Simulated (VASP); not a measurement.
# Li4NO (P4/mmm) in VASP: notebook

Aim: see how the results for Li4NO move with the level of theory and the settings. Levels: BLYP, r2SCAN. Tasks: single point.

Everything below comes from runs of VASP 6.6.1. Logs are shortened: lines on timing, memory, paths and dates and some standing lists are left out, and cuts for length are marked.

## Step 1: The cell of the first run

Symmetry: P4/mmm, No. 123, tetragonal system. The conventional cell has a = 3.313 Å, b = 3.313 Å, c = 4.937 Å, α = 90.00°, β = 90.00°, γ = 90.00°. Li (site symmetry 2mm) has 2 O at 2.03 Å and 2 N at 2.11 Å and 6 Li at 2.33 to 2.61 Å within 2.7 Å. N (site symmetry 4/mmm) has 8 Li at 2.11 Å within 2.8 Å. Within 2.7 Å of O (site symmetry 4/mmm) lie 8 Li at 2.03 Å.

## Step 2: Single point, BLYP

INCAR

```
PREC     = Accurate       # precision mode
ENCUT    = 750            # plane-wave cutoff, eV
EDIFF    = 1E-6           # SCF threshold, eV
ISMEAR   = -1             # smearing method
SIGMA    = 0.1            # smearing width, eV
LREAL    = F              # projectors in reciprocal space
LASPH    = T              # aspherical terms in the spheres
NELM     = 120            # most SCF steps
ALGO     = Normal         # electronic algorithm
ISIF     = 2              # what is computed and relaxed
LWAVE    = F              # write WAVECAR
LCHARG   = F              # write CHGCAR
GGA      = B5             # functional
ALDAX    = 1.0          
AGGAX    = 1.0          
AGGAC    = 1.0          
ALDAC    = 0.0          
NBANDS   = 20             # bands
GGA_COMPAT= F
```

KPOINTS

```
Automatic mesh
0
Gamma
  6 6 4
```

POSCAR

```
Li4NO
1.0
    3.3128700000      0.0000000000      0.0000000000
    0.0000000000      3.3128700000      0.0000000000
    0.0000000000      0.0000000000      4.9365200000
Li N O
4 1 1
Direct
    0.0000000000      0.5000000000      0.2638500000
    0.0000000000      0.5000000000      0.7361500000
    0.5000000000      0.0000000000      0.2638500000
    0.5000000000      0.0000000000      0.7361500000
    0.0000000000      0.0000000000      0.0000000000
    0.5000000000      0.5000000000      0.5000000000
```

Potentials or basis: VASP PAW PBE potentials, release 64 (Li_sv, N, O).

Launch:

```
$ cat potpaw_PBE.64/Li_sv/POTCAR potpaw_PBE.64/N/POTCAR potpaw_PBE.64/O/POTCAR > POTCAR
$ mpirun -np 1 vasp_std > vasp.out
```

OUTCAR:

```text
PREC = Accurate
   ENCUT = 750
   EDIFF = 1E-6
   ISMEAR = -1
   LREAL = F
   LASPH = T
   NELM = 120
   ISIF = 2
   GGA = B5

 ion  position               nearest neighbor table
   1  0.000  0.500  0.264-   6 2.03   6 2.03   5 2.11   5 2.11   2 2.33   3 2.34   3 2.34   3 2.34
                             3 2.34
   2  0.000  0.500  0.736-   6 2.03   6 2.03   5 2.11   5 2.11   1 2.33   4 2.34   4 2.34   4 2.34
                             4 2.34
   3  0.500  0.000  0.264-   6 2.03   6 2.03   5 2.11   5 2.11   4 2.33   1 2.34   1 2.34   1 2.34
                             1 2.34
   4  0.500  0.000  0.736-   6 2.03   6 2.03   5 2.11   5 2.11   3 2.33   2 2.34   2 2.34   2 2.34
                             2 2.34
   5  0.000  0.000  0.000-   1 2.11   2 2.11   3 2.11   4 2.11   1 2.11   2 2.11   3 2.11   4 2.11

   6  0.500  0.500  0.500-   1 2.03   2 2.03   3 2.03   4 2.03   3 2.03   4 2.03   1 2.03   2 2.03

  LATTYP: Found a simple tetragonal cell.
 ALAT       =     3.3128700000
 C/A-ratio  =     1.4901037469

  Lattice vectors:

 A1 = (   3.3128700000,   0.0000000000,   0.0000000000)
 A2 = (   0.0000000000,   3.3128700000,   0.0000000000)
 A3 = (   0.0000000000,   0.0000000000,   4.9365200000)

Analysis of symmetry for initial positions (statically):
=====================================================================
 Subroutine PRICEL returns:
 Original cell was already a primitive cell.

 Routine SETGRP: Setting up the symmetry group for a
 simple tetragonal supercell.

 Subroutine GETGRP returns: Found 16 space group operations
 (whereof 16 operations were pure point group operations)
 out of a pool of 16 trial point group operations.

The static configuration has the point symmetry D_4h.

Analysis of symmetry for dynamics (positions and initial velocities):
=====================================================================
 Subroutine PRICEL returns:
 Original cell was already a primitive cell.

 Routine SETGRP: Setting up the symmetry group for a
 simple tetragonal supercell.

 Subroutine GETGRP returns: Found 16 space group operations
 (whereof 16 operations were pure point group operations)
 out of a pool of 16 trial point group operations.

The dynamic configuration has the point symmetry D_4h.

 Subroutine INISYM returns: Found 16 space group operations
 (whereof 16 operations are pure point group operations),
 and found     1 'primitive' translations

----------------------------------------------------------------------------------------

                                     Primitive cell

  volume of cell :      54.1788

  direct lattice vectors                    reciprocal lattice vectors
     3.312870000  0.000000000  0.000000000     0.301853076  0.000000000  0.000000000
     0.000000000  3.312870000  0.000000000     0.000000000  0.301853076  0.000000000
     0.000000000  0.000000000  4.936520000     0.000000000  0.000000000  0.202571852

  length of vectors
     3.312870000  3.312870000  4.936520000     0.301853076  0.301853076  0.202571852

  position of ions in fractional coordinates (direct lattice)
     0.000000000  0.500000000  0.263850000
     0.000000000  0.500000000  0.736150000
     0.500000000  0.000000000  0.263850000
     0.500000000  0.000000000  0.736150000
     0.000000000  0.000000000  0.000000000
     0.500000000  0.500000000  0.500000000

  ion indices of the primitive-cell ions
   primitive index   ion index
                 1           1
                 2           2
                 3           3
                 4           4
                 5           5
                 6           6

----------------------------------------------------------------------------------------

 KPOINTS: Automatic mesh

Automatic generation of k-mesh.
 Grid dimensions read from file:
 generate k-points for:    6    6    4

 Generating k-lattice:

  Cartesian coordinates                     Fractional coordinates (reciprocal lattice)
     0.050308846  0.000000000  0.000000000     0.166666667  0.000000000  0.000000000
     0.000000000  0.050308846  0.000000000     0.000000000  0.166666667  0.000000000
     0.000000000  0.000000000  0.050642963     0.000000000  0.000000000  0.250000000

  Length of vectors
     0.050308846  0.050308846  0.050642963

  Shift w.r.t. Gamma in fractional coordinates (k-lattice)
     0.000000000  0.000000000  0.000000000

 Subroutine IBZKPT returns following result:
 ===========================================

 Found     30 irreducible k-points:

 Following reciprocal coordinates:
            Coordinates               Weight
  0.000000  0.000000  0.000000      1.000000
  0.166667  0.000000  0.000000      4.000000
  0.333333  0.000000  0.000000      4.000000
  0.500000  0.000000  0.000000      2.000000
  0.166667  0.166667  0.000000      4.000000
  0.333333  0.166667  0.000000      8.000000
[... 16 lines left out ...]
  0.333333  0.000000  0.500000      4.000000
  0.500000  0.000000  0.500000      2.000000
 [... further k-points ...]
   k-points           NKPTS =     30   k-points in BZ     NKDIM =     30   number of bands    NBANDS=     20
   number of dos      NEDOS =    301   number of ions     NIONS =      6
   total plane-waves  NPLWV =  43200
   dimension x,y,z NGX =    30 NGY =   30 NGZ =   48
   dimension x,y,z NGXF=    60 NGYF=   60 NGZF=   96
   ions per type =               4   1   1
   NGX,Y,Z   is equivalent  to a cutoff of  15.05, 15.05, 16.16 a.u.
   NGXF,Y,Z  is equivalent  to a cutoff of  30.11, 30.11, 32.33 a.u.
 SYSTEM =  unknown system
   PREC   = accura    normal or accurate (medium, high low for compatibility)
   ISTART =      0    job   : 0-new  1-cont  2-samecut
   ICHARG =      2    charge: 1-file 2-atom 10-const
   ISPIN  =      1    spin polarized calculation?
   LNONCOLLINEAR =      F non collinear calculations
   LSORBIT =      F    spin-orbit coupling
   LASPH  =      T    aspherical Exc in radial PAW
   ENCUT  =  750.0 eV  55.12 Ry    7.42 a.u.   7.40  7.40 11.02*2*pi/ulx,y,z
   NELM   =    120;   NELMIN=  2; NELMDL= -5     # of ELM steps
   EDIFF  = 0.1E-05   stopping-criterion for ELM
   LREAL  =      F    real-space projection
   EDIFFG = 0.1E-04   stopping-criterion for IOM
   NSW    =      0    number of steps for IOM
   IBRION =     -1    ionic relax: 0-MD 1-quasi-New 2-CG
   NFREE  =      0    steps in history (QN), initial steepest desc. (CG)
   ISIF   =      2    stress and relaxation
   ISYM   =      2    0-nonsym 1-usesym 2-fastsym
   POTIM  = 0.5000    time-step for ionic-motion
   TEBEG  =    0.0;   TEEND  =   0.0 temperature during run
   PSTRESS=    0.0 pullay stress
   NELECT =      23.0000    total number of electrons
   NUPDOWN=      -1.0000    fix difference up-down
   EMIN   =  10.00;   EMAX   =-10.00  energy-range for DOS
   EFERMI =   0.00;   METHOD = LEGACY
   ISMEAR =    -1;   SIGMA  =   0.10  broadening in eV -4-tet -1-fermi 0-gaus
   EFERMI_NEDOS =   21; number of points for ismear=-14 and -15
   IALGO  =     38    algorithm
   IMIX   =      4    mixing-type and parameters
     AMIX     =   0.40;   BMIX     =  1.00
     AMIX_MAG =   1.60;   BMIX_MAG =  1.00
  volume/ion in A,a.u.               =       9.03        60.94
  Fermi-wavevector in a.u.,A,eV,Ry     =   1.230385  2.325090 20.597128  1.513846
  Thomas-Fermi vector in A             =   2.365235
   LORBIT       =      0    0 simple, 1 ext, 2 COOP (PROOUT), +10 PAW based schemes
   GGA     = B5    functional components
   LHFCALC =     F    Hartree Fock is set to
   AEXX    =    0.0000 exact exchange contribution
   IVDW    =     0    specifies the selected vdW correction
   LEPSILON=     F    determine dielectric tensor
   LRPA    =     F    only Hartree local field effects (RPA)
 non-spin polarized calculation
  energy-cutoff  :      750.00
  volume of cell :       54.18
 maximum number of plane-waves:      2574
 NGX is ok and might be reduce to    30
   NGX = 15   NGY = 15   NGZ = 23

 number of electron      22.9999994 magnetization

 Free energy of the ion-electron system (eV)
  ---------------------------------------------------
  ext. energy  EPLUGINS =         0.00000000
  ---------------------------------------------------
  free energy    TOTEN  =       -25.79865680 eV

  energy without entropy =      -25.70503394  energy(sigma->0) =      -25.75184537

 E-fermi :   1.8943     XC(G=0):  -9.0386

 val. band max:        1.8820177696   @ k =   0.5000   0.1667   0.5000
 cond. band min:       1.9273353955   @ k =   0.0000   0.0000   0.0000
 fundamental gap:      0.0453176260
 Fermi energy:         1.8942803674

 k-point     1 :       0.0000    0.0000    0.0000
  band No.  band energies     occupation
      1     -42.3831      2.00000
      2     -42.3054      2.00000
      3     -42.1895      2.00000
      4     -42.1331      2.00000
      5     -14.1044      2.00000
      6      -9.7322      2.00000
[... 12 lines left out ...]
     19      14.5655      0.00000
     20      15.0989      0.00000

 k-point     2 :       0.1667    0.0000    0.0000
  band No.  band energies     occupation
      1     -42.3693      2.00000
      2     -42.2932      2.00000
      3     -42.2016      2.00000
      4     -42.1440      2.00000
      5     -14.0843      2.00000
      6      -9.6703      2.00000
[... 12 lines left out ...]
     19      14.4344      0.00000
     20      14.9564      0.00000

 k-point     3 :       0.3333    0.0000    0.0000
  band No.  band energies     occupation
      1     -42.3321      2.00000
      2     -42.2604      2.00000
      3     -42.2353      2.00000
      4     -42.1743      2.00000
      5     -14.0434      2.00000
      6      -9.5414      2.00000
[... 12 lines left out ...]
     19      14.2263      0.00000
     20      14.4993      0.00000

 k-point     4 :       0.5000    0.0000    0.0000
  band No.  band energies     occupation
      1     -42.2832      2.00000
      2     -42.2824      2.00000
      3     -42.2168      2.00000
      4     -42.2166      2.00000
      5     -14.0226      2.00000
      6      -9.4742      2.00000
[... 12 lines left out ...]
     19      14.2860      0.00000
     20      14.6366      0.00000

 k-point     5 :       0.1667    0.1667    0.0000
  band No.  band energies     occupation
      1     -42.3572      2.00000
      2     -42.2825      2.00000
      3     -42.2119      2.00000
      4     -42.1533      2.00000
      5     -14.0658      2.00000
      6      -9.6115      2.00000
[... 12 lines left out ...]
     19      14.8447      0.00000
     20      14.8856      0.00000
[... 353 lines left out ...]
      6      -9.7437      2.00000
[... 12 lines left out ...]
     19      14.0299      0.00000
     20      14.0777      0.00000

 k-point    22 :       0.1667    0.0000    0.5000
  band No.  band energies     occupation
      1     -42.3485      2.00000
      2     -42.3141      2.00000
      3     -42.1867      2.00000
      4     -42.1590      2.00000
      5     -14.0805      2.00000
      6      -9.6764      2.00000
[... 12 lines left out ...]
     19      14.0497      0.00000
     20      14.0555      0.00000

 k-point    23 :       0.3333    0.0000    0.5000
  band No.  band energies     occupation
      1     -42.3127      2.00000
      2     -42.2799      2.00000
      3     -42.2193      2.00000
      4     -42.1904      2.00000
      5     -14.0396      2.00000
      6      -9.5341      2.00000
[... 12 lines left out ...]
     19      13.4358      0.00000
     20      13.5140      0.00000

 k-point    24 :       0.5000    0.0000    0.5000
  band No.  band energies     occupation
      1     -42.2657      2.00000
      2     -42.2647      2.00000
      3     -42.2345      2.00000
      4     -42.2344      2.00000
      5     -14.0189      2.00000
      6      -9.4585      2.00000
[... 12 lines left out ...]
     19      12.7890      0.00000
     20      13.3437      0.00000

 [... further k-points ...]

------------------------ aborting loop because EDIFF is reached ----------------------------------------

  FORCE on cell =-STRESS in cart. coord.  units (eV):
  Direction    XX          YY          ZZ          XY          YZ          ZX
  --------------------------------------------------------------------------------------
  -------------------------------------------------------------------------------------
  Total       -0.3496353     -0.3496353     -0.2363170      0.0000000      0.0000000      0.0000000
  in kB      -10.3394196    -10.3394196     -6.9883701      0.0000000      0.0000000      0.0000000
  external PRESSURE =      -9.2224031 kB  Pullay stress =       0.0000000 kB

 VOLUME and BASIS-vectors are now :
 -----------------------------------------------------------------------------
  energy-cutoff  :      750.00
  volume of cell :       54.18
      direct lattice vectors                 reciprocal lattice vectors
     3.312870000  0.000000000  0.000000000     0.301853076  0.000000000  0.000000000
     0.000000000  3.312870000  0.000000000     0.000000000  0.301853076  0.000000000
     0.000000000  0.000000000  4.936520000     0.000000000  0.000000000  0.202571852

 POSITION                                       TOTAL-FORCE (eV/Angst)
 -----------------------------------------------------------------------------------
      0.00000      1.65644      1.30250         0.000000      0.000000     -0.054975
      0.00000      1.65644      3.63402        -0.000000      0.000000      0.054975
      1.65644      0.00000      1.30250         0.000000     -0.000000     -0.054975
      1.65644      0.00000      3.63402        -0.000000      0.000000      0.054975
      0.00000      0.00000      0.00000        -0.000000      0.000000      0.000000
      1.65644      1.65644      2.46826        -0.000000      0.000000      0.000000
 -----------------------------------------------------------------------------------
    total drift:                                0.000000      0.000000      0.000000

  FREE ENERGIE OF THE ION-ELECTRON SYSTEM (eV)
  ---------------------------------------------------
  free  energy   TOTEN  =       -25.7986568010 eV

  energy  without entropy=      -25.7050339389  energy(sigma->0) =      -25.75184537
```

Wall time 62 s (1 thread of Intel Xeon Platinum 8259CL at 2.50GHz (Skylake/Cascade Lake), shared host); peak memory 0.21 GiB.

What came out:

```yaml
Free_energy: -25.7987 eV
Pressure: -0.9 GPa
Largest_force: 0.055 eV/Å
Band_gap_on_the_k_mesh: zero (an odd number of electrons rules out a gap without spin polarisation)
```

Forces on the atoms (eV/Å):
```
Li   0.000  0.000 -0.055
Li   0.000  0.000  0.055
Li   0.000  0.000 -0.055
Li   0.000  0.000  0.055
N    0.000  0.000  0.000
O    0.000  0.000  0.000
```

Stress tensor (GPa, compression positive):
```
-1.03  0.00  0.00
 0.00 -1.03  0.00
 0.00  0.00 -0.70
```

Caveat: the PAW data sets were made with another functional, which shifts forces and pressure a little; an odd number of electrons without spin polarisation forces a metal; a magnetic or distorted state may lie lower.

## Step 3: Single point, r2SCAN

POSCAR is that of step 2.

INCAR.step1

```
SYSTEM = Li4NO
ALGO = Normal
EDIFF = 1E-5
ENCUT = 830
GGA = PE
GGA_COMPAT = .False.
ISMEAR = -1
LASPH = .True.
LCHARG = .False.
LREAL = .False.
LWAVE = .True.
NBANDS = 20
NELM = 120
PREC = Accurate
SIGMA = 0.1
```

INCAR.step2

```
SYSTEM = Li4NO
ALGO = Normal
EDIFF = 1E-6
ENCUT = 830
GGA_COMPAT = .False.
ISIF = 2
ISMEAR = -1
ISTART = 1
LASPH = .True.
LCHARG = .True.
LELF = .True.
LMIXTAU = .True.
LREAL = .False.
LVHAR = .True.
LWAVE = .False.
METAGGA = R2SCAN
NBANDS = 20
NELM = 120
PREC = Accurate
SIGMA = 0.1
```

KPOINTS

```
k-points
0
Gamma
  6 6 4
  0 0 0
```

Potentials or basis: VASP PAW PBE potentials, release 64 (Li_sv, N, O).

Launch:

```
$ cat potpaw_PBE.64/Li_sv/POTCAR potpaw_PBE.64/N/POTCAR potpaw_PBE.64/O/POTCAR > POTCAR
$ cp INCAR.step1 INCAR
$ mpirun -np 1 vasp_std > vasp.out
$ cp INCAR.step2 INCAR
$ mpirun -np 1 vasp_std > vasp.out
```

Wall time 2.9 min (1 thread of Intel Xeon Platinum 8259CL at 2.50GHz (Skylake/Cascade Lake), shared host); peak memory 0.25 GiB.

The run converged. Its results:

| Property | Result |
| --- | --- |
| Free energy | -30.9819 eV |
| Pressure | -4.0 GPa |
| Largest force | 0.024 eV/Å |
| Band gap on the k mesh | zero (an odd number of electrons rules out a gap without spin polarisation) |

Forces on the atoms (eV/Å):
```
Li   0.000  0.000  0.024
Li   0.000  0.000 -0.024
Li   0.000  0.000  0.024
Li   0.000  0.000 -0.024
N    0.000  0.000  0.000
O    0.000  0.000  0.000
```

Stress tensor (GPa, compression positive):
```
-4.37  0.00  0.00
 0.00 -4.37  0.00
 0.00  0.00 -3.37
```

Levels at points of the mesh, in eV from the Fermi level:
```tsv
k point	band 9	band 10	band 11	band 12	band 13	band 14	band 15	band 16
(0.00, 0.00, 0.00)	-1.77	0.00	0.37	0.37	4.70	5.91	11.51	11.51
(0.50, 0.00, 0.00)	-1.95	-1.34	-0.76	0.45	7.42	8.61	10.30	10.86
(0.50, 0.50, 0.00)	-2.19	-1.18	-1.18	-0.99	4.68	5.01	12.70	13.47
(0.00, 0.00, 0.50)	-1.60	-0.78	0.09	0.09	5.76	6.65	12.11	12.11
(0.50, 0.00, 0.50)	-1.32	-0.86	-0.38	0.48	8.90	9.20	9.98	10.24
(0.50, 0.50, 0.50)	-2.30	-1.50	-1.19	-1.19	6.89	7.05	9.65	10.12
```

Caveat: the cell stands under tension; the PAW data sets were made with another functional, which shifts forces and pressure a little; an odd number of electrons without spin polarisation forces a metal; a magnetic or distorted state may lie lower.
